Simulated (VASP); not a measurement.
# Ta3N (P-3m1) in VASP: settings compared, part 2 of 2

VASP 6.6.1. Earlier steps stand in the parts before.

### 3 Single point, PBE-based global hybrid

This run uses another cell than the first one, of 14.98 Å³/atom, 1.018 times its volume.

The input, POSCAR:

```
Ta3N
1.0
    3.0322239879      0.0000000000      0.0000000000
   -1.5161119940      2.6259830035      0.0000000000
    0.0000000000      0.0000000000      7.5241370000
Ta N
3 1
Direct
    0.6666666667      0.3333333333      0.8260700000
    0.3333333333      0.6666666667      0.1739300000
    0.0000000000      0.0000000000      0.5000000000
    0.0000000000      0.0000000000      0.0000000000
```

The input, INCAR.step1:

```
SYSTEM = Ta3N
PREC     = Accurate       ! precision mode
ENCUT    = 520            ! plane-wave cutoff, eV
EDIFF    = 1E-5           ! SCF threshold, eV
ISMEAR   = -1             ! smearing method
SIGMA    = 0.05           ! smearing width, eV
LREAL    = .False.        ! projectors in reciprocal space
LASPH    = .True.         ! aspherical terms in the spheres
NELM     = 80             ! most SCF steps
ALGO     = Normal         ! electronic algorithm
ISIF     = 2              ! what is computed and relaxed
LWAVE    = .True.         ! write WAVECAR
LCHARG   = .False.        ! write CHGCAR
GGA      = PE             ! functional
NBANDS   = 27             ! bands
```

The input, INCAR.step2:

```
SYSTEM = Ta3N
PREC     = Accurate       ! precision mode
ENCUT    = 520            ! plane-wave cutoff, eV
EDIFF    = 1E-6           ! SCF threshold, eV
ISMEAR   = -1             ! smearing method
SIGMA    = 0.05           ! smearing width, eV
LREAL    = .False.        ! projectors in reciprocal space
LASPH    = .True.         ! aspherical terms in the spheres
NELM     = 80             ! most SCF steps
ALGO     = Normal         ! electronic algorithm
ISIF     = 2              ! what is computed and relaxed
LWAVE    = .False.        ! write WAVECAR
LCHARG   = .False.        ! write CHGCAR
GGA      = PE             ! functional
LHFCALC  = .True.         ! exact exchange
AEXX     = 0.15           ! exact-exchange fraction
PRECFOCK = Normal       
ISTART   = 1            
NBANDS   = 27             ! bands
```

The input, KPOINTS:

```
Automatic mesh
0
Gamma
  6 6 2
  0 0 0
```

Potentials or basis: VASP PAW PBE potentials, release 64 (Ta_pv, N).

Run with:

```sh
cat potpaw_PBE.64/Ta_pv/POTCAR potpaw_PBE.64/N/POTCAR > POTCAR
cp INCAR.step1 INCAR
mpirun -np 1 vasp_std > vasp.out
cp INCAR.step2 INCAR
mpirun -np 1 vasp_std > vasp.out
```

OUTCAR:

```text
SYSTEM = Ta3N
   PREC = Accurate
   ENCUT = 520
   EDIFF = 1E-6
   ISMEAR = -1
   LREAL = .False.
   LASPH = .True.
   NELM = 80
   ISIF = 2
   GGA = PE
   LHFCALC = .True.
   AEXX = 0.15
   PRECFOCK = Normal
   ISTART = 1

 ion  position               nearest neighbor table
   1  0.667  0.333  0.826-   4 2.19   4 2.19   4 2.19   3 3.01   3 3.01   3 3.01   2 3.15   2 3.15
                             2 3.15
   2  0.333  0.667  0.174-   4 2.19   4 2.19   4 2.19   3 3.01   3 3.01   3 3.01   1 3.15   1 3.15
                             1 3.15
   3  0.000  0.000  0.500-   1 3.01   2 3.01   1 3.01   2 3.01   1 3.01   2 3.01
   4  0.000  0.000  0.000-   1 2.19   2 2.19   1 2.19   2 2.19   1 2.19   2 2.19

  LATTYP: Found a hexagonal cell.
 ALAT       =     3.0322239879
 C/A-ratio  =     2.4813922158

  Lattice vectors:

 A1 = (   3.0322239879,   0.0000000000,   0.0000000000)
 A2 = (  -1.5161119940,   2.6259830035,   0.0000000000)
 A3 = (   0.0000000000,   0.0000000000,   7.5241370000)

Analysis of symmetry for initial positions (statically):
=====================================================================
 Subroutine PRICEL returns:
 Original cell was already a primitive cell.

 Routine SETGRP: Setting up the symmetry group for a
 hexagonal supercell.

 Subroutine GETGRP returns: Found 12 space group operations
 (whereof 12 operations were pure point group operations)
 out of a pool of 24 trial point group operations.

The static configuration has the point symmetry D_3d.

Analysis of symmetry for dynamics (positions and initial velocities):
=====================================================================
 Subroutine PRICEL returns:
 Original cell was already a primitive cell.

 Routine SETGRP: Setting up the symmetry group for a
 hexagonal supercell.

 Subroutine GETGRP returns: Found 12 space group operations
 (whereof 12 operations were pure point group operations)
 out of a pool of 24 trial point group operations.

The dynamic configuration has the point symmetry D_3d.

 Subroutine INISYM returns: Found 12 space group operations
 (whereof 12 operations are pure point group operations),
 and found     1 'primitive' translations

----------------------------------------------------------------------------------------

                                     Primitive cell

  volume of cell :      59.9115

  direct lattice vectors                    reciprocal lattice vectors
     3.032223988  0.000000000  0.000000000     0.329790940  0.190404888  0.000000000
    -1.516111994  2.625983004  0.000000000     0.000000000  0.380809776  0.000000000
     0.000000000  0.000000000  7.524137000     0.000000000  0.000000000  0.132905608

  length of vectors
     3.032223988  3.032223988  7.524137000     0.380809776  0.380809776  0.132905608

  position of ions in fractional coordinates (direct lattice)
     0.666666667  0.333333333  0.826070000
     0.333333333  0.666666667  0.173930000
     0.000000000  0.000000000  0.500000000
     0.000000000  0.000000000  0.000000000

  ion indices of the primitive-cell ions
   primitive index   ion index
                 1           1
                 2           2
                 3           3
[... 40 lines left out ...]
  0.500000  0.000000  0.500000      3.000000
  0.166667  0.166667  0.500000      6.000000
  0.333333  0.166667  0.500000     12.000000
  0.333333  0.333333  0.500000      2.000000
   k-points           NKPTS =     14   k-points in BZ     NKDIM =     72   number of bands    NBANDS=     27
   number of dos      NEDOS =    301   number of ions     NIONS =      4
   total plane-waves  NPLWV =  32256
   dimension x,y,z NGX =    24 NGY =   24 NGZ =   56
   dimension x,y,z NGXF=    48 NGYF=   48 NGZF=  112
   ions per type =               3   1
   NGX,Y,Z   is equivalent  to a cutoff of  13.16, 13.16, 12.37 a.u.
   NGXF,Y,Z  is equivalent  to a cutoff of  26.32, 26.32, 24.75 a.u.
 SYSTEM =  Ta3N
   PREC   = accura    normal or accurate (medium, high low for compatibility)
   ISTART =      1    job   : 0-new  1-cont  2-samecut
   ICHARG =      0    charge: 1-file 2-atom 10-const
   ISPIN  =      1    spin polarized calculation?
   LNONCOLLINEAR =      F non collinear calculations
   LSORBIT =      F    spin-orbit coupling
   LASPH  =      T    aspherical Exc in radial PAW
   ENCUT  =  520.0 eV  38.22 Ry    6.18 a.u.   5.64  5.64 13.99*2*pi/ulx,y,z
   NELM   =     80;   NELMIN=  2; NELMDL=  0     # of ELM steps
   EDIFF  = 0.1E-05   stopping-criterion for ELM
   LREAL  =      F    real-space projection
   EDIFFG = 0.1E-04   stopping-criterion for IOM
   NSW    =      0    number of steps for IOM
   IBRION =     -1    ionic relax: 0-MD 1-quasi-New 2-CG
   NFREE  =      0    steps in history (QN), initial steepest desc. (CG)
   ISIF   =      2    stress and relaxation
   ISYM   =      3    0-nonsym 1-usesym 2-fastsym
   POTIM  = 0.5000    time-step for ionic-motion
   TEBEG  =    0.0;   TEEND  =   0.0 temperature during run
   PSTRESS=    0.0 pullay stress
   NELECT =      38.0000    total number of electrons
   NUPDOWN=      -1.0000    fix difference up-down
   EMIN   =  10.00;   EMAX   =-10.00  energy-range for DOS
   EFERMI =   0.00;   METHOD = LEGACY
   ISMEAR =    -1;   SIGMA  =   0.05  broadening in eV -4-tet -1-fermi 0-gaus
   EFERMI_NEDOS =   21; number of points for ismear=-14 and -15
   IALGO  =     38    algorithm
   IMIX   =      1    mixing-type and parameters
     AMIX     =   0.40;   BMIX     =  1.00
     AMIX_MAG =   1.60;   BMIX_MAG =  1.00
  volume/ion in A,a.u.               =      14.98       101.08
  Fermi-wavevector in a.u.,A,eV,Ry     =   1.406585  2.658061 26.918884  1.978482
  Thomas-Fermi vector in A             =   2.528931
   LORBIT       =      0    0 simple, 1 ext, 2 COOP (PROOUT), +10 PAW based schemes
   GGA     = PE    functional components
   LHFCALC =     T    Hartree Fock is set to
   PRECFOCK=normal    Normal, Fast or Accurate (Low or Medium for compatibility)
   ENCUT4O =  -1.0   cutoff for four orbital integrals eV
   NKREDX  =     1    reduce k-point grid by
   NKREDY  =     1    reduce k-point grid by
   NKREDZ  =     1    reduce k-point grid by
   AEXX    =    0.1500 exact exchange contribution
   HFSCREEN=    0.0000 screening length (either q_TF or 0.3 A-1)
   HFSCREENC=   0.0000 screening length for correlation (either q_TF or 0.3 A-1)
   ENCUTFOCK=  -1.0 apply spherical cutoff to Coloumb kernel
   IVDW    =     0    specifies the selected vdW correction
   LEPSILON=     F    determine dielectric tensor
   LRPA    =     F    only Hartree local field effects (RPA)
 non-spin polarized calculation
  energy-cutoff  :      520.00
  volume of cell :       59.91
 maximum number of plane-waves:      1624
 NGX is ok and might be reduce to    24
  NGX = 18; NGY = 18; NGZ = 42

 number of electron      38.0000001 magnetization

 Free energy of the ion-electron system (eV)
  ---------------------------------------------------
  ext. energy  EPLUGINS =         0.00000000
  ---------------------------------------------------
  free energy    TOTEN  =       -52.40629039 eV

  energy without entropy =      -52.40393854  energy(sigma->0) =      -52.40511447

 E-fermi :   6.6160     XC(G=0): -11.0561

 val. band max:        6.4237558085   @ k =   0.1667   0.0000   0.0000
 cond. band min:       6.7612330573   @ k =   0.5000   0.0000   0.5000
 fundamental gap:      0.3374772488
 Fermi energy:         6.6160409800

 k-point     1 :       0.0000    0.0000    0.0000
  band No.  band energies     occupation
      1     -30.4047      2.00000
      2     -30.0919      2.00000
      3     -29.7587      2.00000
      4     -29.7587      2.00000
      5     -29.7294      2.00000
      6     -29.7294      2.00000
[... 409 lines left out ...]
     26      11.9257      0.00000
     27      11.9412      0.00000

------------------------ aborting loop because EDIFF is reached ----------------------------------------

  FORCE on cell =-STRESS in cart. coord.  units (eV):
  Direction    XX          YY          ZZ          XY          YZ          ZX
  --------------------------------------------------------------------------------------
  -------------------------------------------------------------------------------------
  Total       -2.2619033     -2.2619033      0.6444254      0.0000000      0.0000000      0.0000000
  in kB      -60.4887657    -60.4887657     17.2334950      0.0000000      0.0000000      0.0000000
  external PRESSURE =     -34.5813455 kB  Pullay stress =       0.0000000 kB

 VOLUME and BASIS-vectors are now :
 -----------------------------------------------------------------------------
  energy-cutoff  :      520.00
  volume of cell :       59.91
      direct lattice vectors                 reciprocal lattice vectors
     3.032223988  0.000000000  0.000000000     0.329790940  0.190404888  0.000000000
    -1.516111994  2.625983004  0.000000000     0.000000000  0.380809776  0.000000000
     0.000000000  0.000000000  7.524137000     0.000000000  0.000000000  0.132905608

 POSITION                                       TOTAL-FORCE (eV/Angst)
 -----------------------------------------------------------------------------------
      1.51611      0.87533      6.21546         0.000000     -0.000000      0.310735
     -0.00000      1.75066      1.30867        -0.000000      0.000000     -0.310735
      0.00000      0.00000      3.76207         0.000000     -0.000000      0.000000
      0.00000      0.00000      0.00000         0.000000     -0.000000      0.000000
 -----------------------------------------------------------------------------------
    total drift:                                0.000000     -0.000000     -0.000000

  FREE ENERGIE OF THE ION-ELECTRON SYSTEM (eV)
  ---------------------------------------------------
  free  energy   TOTEN  =       -52.4062903945 eV

  energy  without entropy=      -52.4039385440  energy(sigma->0) =      -52.40511447
```

Wall time 56 min (1 thread of AMD EPYC 7R13 (Zen 3), shared host); peak memory 0.17 GiB.

What came out:

| Quantity | Value |
| --- | --- |
| Free energy | -52.4063 eV |
| Pressure | -3.5 GPa |
| Largest force | 0.311 eV/Å |
| Band gap on the k mesh | zero (band 19 reaches 6.93 eV, above the bottom of band 20 at 6.32 eV) |

Forces on the atoms (eV/Å):
```
Ta   0.000  0.000  0.311
Ta   0.000  0.000 -0.311
Ta   0.000  0.000  0.000
N    0.000  0.000  0.000
```

Caveat: the k points lie up to 0.42 Å⁻¹ apart; the PAW data sets were made with another functional, which shifts forces and pressure a little; spin-orbit coupling is left out, which moves the levels of the heavy elements.

### 4 Single point, r2SCAN

This run uses another cell than the first one, of 15.58 Å³/atom, 1.059 times its volume.

The input, POSCAR:

```
Ta3N
1.0
    3.0721262478      0.0000000000      0.0000000000
   -1.5360631240      2.6605393743      0.0000000000
    0.0000000000      0.0000000000      7.6231501572
Ta N
3 1
Direct
    0.6666666667      0.3333333333      0.8260700000
    0.3333333333      0.6666666667      0.1739300000
    0.0000000000      0.0000000000      0.5000000000
    0.0000000000      0.0000000000      0.0000000000
```

The input, INCAR.step1:

```
SYSTEM = Ta3N
ALGO = Normal
EDIFF = 1E-5
ENCUT = 660
GGA = PE
GGA_COMPAT = .False.
ISMEAR = -1
LASPH = .True.
LCHARG = .False.
LREAL = .False.
LWAVE = .True.
NBANDS = 30
NELM = 120
PREC = Accurate
SIGMA = 0.05
```

The input, INCAR.step2:

```
SYSTEM = Ta3N
ALGO = Normal
EDIFF = 1E-6
ENCUT = 660
GGA_COMPAT = .False.
ISIF = 2
ISMEAR = -1
ISTART = 1
LASPH = .True.
LCHARG = .False.
LMIXTAU = .True.
LREAL = .False.
LWAVE = .False.
METAGGA = R2SCAN
NBANDS = 30
NELM = 120
PREC = Accurate
SIGMA = 0.05
```

The input, KPOINTS:

```
k-points
0
Gamma
  10 10 4
  0 0 0
```

Potentials or basis: VASP PAW PBE potentials, release 64 (Ta_sv_GW, N).

Run with:

```sh
cat potpaw_PBE.64/Ta_sv_GW/POTCAR potpaw_PBE.64/N/POTCAR > POTCAR
cp INCAR.step1 INCAR
mpirun -np 1 vasp_std > vasp.out
cp INCAR.step2 INCAR
mpirun -np 1 vasp_std > vasp.out
```

Wall time 4.9 min (1 thread of Intel Xeon 6975P-C (Granite Rapids), shared host); peak memory 0.3 GiB.

The run converged. Its results:

* Free energy: -164.4719 eV
* Pressure: -13.2 GPa
* Largest force: 0.249 eV/Å
* Band gap on the k mesh: zero (band 22 reaches 10.81 eV, above the bottom of band 23 at 10.35 eV)

Forces in eV/Å, atoms in the order of the input:
```
Ta   0.000  0.000  0.249
Ta   0.000  0.000 -0.249
Ta   0.000  0.000  0.000
N    0.000  0.000  0.000
```

Stress tensor (GPa, compression positive):
```
-13.82   0.00   0.00
  0.00 -13.82   0.00
  0.00   0.00 -11.91
```

Levels at points of the mesh, in eV from the Fermi level:
```csv
k point,band 19,band 20,band 21,band 22,band 23,band 24,band 25,band 26
"(0.00, 0.00, 0.00)",-1.69,-0.38,-0.38,-0.27,0.33,0.33,0.89,1.85
"(0.50, 0.00, 0.00)",-3.19,-1.44,-0.53,0.10,0.65,0.76,3.45,4.01
"(0.00, 0.00, 0.50)",-1.35,-1.14,-0.17,-0.17,0.57,0.57,1.19,1.33
"(0.50, 0.00, 0.50)",-2.97,-1.59,-1.29,-0.03,0.89,1.30,2.42,4.35
```

Caveat: the PAW data sets were made with another functional, which shifts forces and pressure a little; spin-orbit coupling is left out, which moves the levels of the heavy elements.

### 5 Single point, PBEsol

This run uses another cell than the first one, of 14.98 Å³/atom, 1.018 times its volume.

The input, INCAR:

```
SYSTEM = Ta3N
PREC = Accurate ; ENCUT = 520
EDIFF = 1E-6 ; ISMEAR = -1
SIGMA = 0.03 ; LREAL = .False.
LASPH = .True. ; NELM = 60
ALGO = Normal ; ISIF = 2
LWAVE = .False. ; LCHARG = .False.
GGA = PS ; NBANDS = 27
```

The input, KPOINTS:

```
Automatic mesh
0
Gamma
  6 6 2
  0 0 0
```

The input, POSCAR:

```
Ta3N
1.0
    3.0322239879      0.0000000000      0.0000000000
   -1.5161119940      2.6259830035      0.0000000000
    0.0000000000      0.0000000000      7.5241370000
Ta N
3 1
Direct
    0.6666666667      0.3333333333      0.8260700000
    0.3333333333      0.6666666667      0.1739300000
    0.0000000000      0.0000000000      0.5000000000
    0.0000000000      0.0000000000      0.0000000000
```

Potentials or basis: VASP PAW PBE potentials, release 64 (Ta_pv, N).

Run with:

```sh
cat potpaw_PBE.64/Ta_pv/POTCAR potpaw_PBE.64/N/POTCAR > POTCAR
mpirun -np 1 vasp_std > vasp.out
```

Wall time 14 s (1 thread of AMD EPYC 9R45 (Zen 5), shared host); peak memory 0.15 GiB.

It converged, with:

| Quantity | Value |
| --- | --- |
| Free energy | -48.3676 eV |
| Pressure | -7.1 GPa |
| Largest force | 0.279 eV/Å |
| Band gap on the k mesh | zero (band 19 reaches 6.66 eV, above the bottom of band 20 at 6.44 eV) |

Forces on the atoms (eV/Å):
```
Ta   0.000  0.000  0.279
Ta   0.000  0.000 -0.279
Ta   0.000  0.000  0.000
N    0.000  0.000  0.000
```

Stress tensor (GPa, compression positive):
```
-8.85  0.00  0.00
 0.00 -8.85  0.00
 0.00  0.00 -3.56
```

Levels at points of the mesh, in eV from the Fermi level:
```tsv
k point	band 16	band 17	band 18	band 19	band 20	band 21	band 22	band 23
(0.00, 0.00, 0.00)	-1.38	-0.55	-0.55	-0.33	0.29	0.29	0.89	1.78
(0.50, 0.00, 0.00)	-3.09	-1.17	-0.51	0.12	0.68	0.89	3.43	3.97
(0.00, 0.00, 0.50)	-1.24	-1.15	-0.35	-0.35	0.58	0.58	1.17	1.24
(0.50, 0.00, 0.50)	-2.87	-1.32	-1.26	0.16	0.90	1.24	2.35	4.33
```

Caveat: the k points lie up to 0.42 Å⁻¹ apart; the PAW data sets were made with another functional, which shifts forces and pressure a little; spin-orbit coupling is left out, which moves the levels of the heavy elements.

### 6 The runs side by side

```csv
level,potentials or basis,U,cell,k mesh,cutoff (eV),smearing,second run,grid for exact exchange (PRECFOCK),share of exact exchange,gap on the mesh (eV),pressure (GPa),largest force (eV/Å)
PBEsol+U,"VASP PAW PBE potentials, release 64 (Ta_sv_GW, N)",Ta d U = 4.0 eV,"a = 3.001, b = 3.001, c = 7.545 Å, angles 90.0, 90.0, 120.0°, 4 atoms",10 × 10 × 4,600,fermi-dirac 0.05 eV,valence_matched,-,-,none,9.5,0.38
PBE-based global hybrid,"VASP PAW PBE potentials, release 64 (Ta_pv, N)",-,"a = 3.032, b = 3.032, c = 7.524 Å, angles 90.0, 90.0, 120.0°, 4 atoms",6 × 6 × 2,520,fermi-dirac 0.05 eV,-,Normal,0.15,none,-3.5,0.31
r2SCAN,"VASP PAW PBE potentials, release 64 (Ta_sv_GW, N)",-,"a = 3.072, b = 3.072, c = 7.623 Å, angles 90.0, 90.0, 120.0°, 4 atoms",10 × 10 × 4,660,fermi-dirac 0.05 eV,valence_matched,-,-,none,-13.2,0.25
PBEsol,"VASP PAW PBE potentials, release 64 (Ta_pv, N)",-,"a = 3.032, b = 3.032, c = 7.524 Å, angles 90.0, 90.0, 120.0°, 4 atoms",6 × 6 × 2,520,fermi-dirac 0.03 eV,-,-,-,none,-7.1,0.28
```

Alike in all rows: task single point; no spin polarisation.

Caveats: some runs use coarse meshes; the PAW data sets were made with another functional, which shifts forces and pressure a little; spin-orbit coupling is left out, which moves the levels of the heavy elements; U without spin polarisation on a metal has little footing (some runs).

Absolute energies hang on the potentials; compare differences alone.
